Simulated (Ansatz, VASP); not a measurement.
Bi: VASP beside Ansatz

```
CELL_PARAMETERS angstrom
0.00000 2.33581 2.33581
2.33581 0.00000 2.33581
2.33581 2.33581 0.00000
ATOMIC_POSITIONS crystal
Bi 0.00000 0.00000 0.00000
```

Change from the starting cell: volume scaled by 0.8, PAW files.

Alike in both runs: task single point; functional PBE; k mesh 14 × 14 × 14; occupations fermi-dirac, width 0.05 eV; no spin polarisation.

|  | VASP | Ansatz |
| --- | --- | --- |
| version | VASP 6.6.1 | Ansatz 0.2.0 |
| potentials or method | VASP PAW PBE potentials, release 64 (Bi_d) | PAW with Ansatz's default frozen-core files, scalar-relativistic |
| plane-wave cutoff (eV) | 520 | 420 |
| valence electrons in the cell | 15 | 15 |

```csv
,VASP,Ansatz,Ansatz less VASP
pressure (GPa),18.7,18.7,+0.05
```

Spin-orbit coupling is off throughout.
